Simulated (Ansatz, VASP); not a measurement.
# AlN in VASP and in Ansatz

```xyz
4
Lattice="3.0886 0.0000 0.0000 -1.5443 2.6748 0.0000 0.0000 0.0000 5.0093" Properties=species:S:1:pos:R:3 pbc="T T T"
Al    0.0000    1.7832    0.0076
Al    1.5443    0.8916    2.5123
N     0.0000    1.7832    1.9210
N     1.5443    0.8916    4.4256
```

Change from the starting cell: engineering shear strain xz +0.0000, normal strain along z +0.0133.

Alike in both runs: task relaxation of the atoms; functional LDA; k mesh 9 × 9 × 6; occupations gaussian, width 0.05 eV; no spin polarisation.

|  | VASP | Ansatz |
| --- | --- | --- |
| version | VASP 6.6.1 | Ansatz 0.2.0 |
| potentials or method | VASP PAW LDA potentials, release 64 (Al, N), cutoff 520 eV | scalar-relativistic, plane waves, PAW |
| valence electrons in the cell | 16 | 16 |

```tsv
	VASP	Ansatz	Ansatz less VASP
gap on the k mesh at the Fermi level, each at its own relaxed structure (eV)	4.37	4.37	-0.007
```

Ansatz warns that its potentials were made for another functional, while VASP's fit it. LDA's correlation is that of Perdew and Zunger in VASP and of Perdew and Wang (1992) in Ansatz. Ansatz's warnings: stress scf threshold loose.
